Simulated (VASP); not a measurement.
Here is a VASP 6.6.1 calculation.

Contents of INCAR:

```
SYSTEM = NaHgH2
  ALGO = Normal
  EDIFF = 1E-7
  ENCUT = 520
  GGA = PE
  ISIF = 2
  ISMEAR = 0
  LASPH = .True.
  LCHARG = .False.
  LREAL = .False.
  LWAVE = .False.
  NBANDS = 18
  NELM = 100
  PREC = Accurate
  SIGMA = 0.1
```

File KPOINTS:

```
k-points
0
Gamma
  6 6 4
  0 0 0
```

File POSCAR:

```
NaHgH2
1.0
    3.6062445800      0.0000000000      0.0000000000
    0.0000000000      3.6062445800      0.0000000000
    0.0000000000      0.0000000000      5.1000000000
Na Hg H
1 1 2
Direct
    0.0000000000      0.0000000000      0.0000000000
    0.5000000000      0.5000000000      0.5000000000
    0.0000000000      0.0000000000      0.5000000000
    0.5000000000      0.5000000000      0.0000000000
```

Potentials or basis: VASP PAW PBE potentials, release 64 (Na_pv, Hg, H).

Run with:

```bash
$ cat potpaw_PBE.64/Na_pv/POTCAR potpaw_PBE.64/Hg/POTCAR potpaw_PBE.64/H/POTCAR > POTCAR
$ mpirun -np 1 vasp_std > vasp.out
```

Task: Predict the pressure.

Result: -4.3 GPa.

Stress tensor (GPa, compression positive):
```
-3.29  0.00  0.00
 0.00 -3.29  0.00
 0.00  0.00 -6.41
```
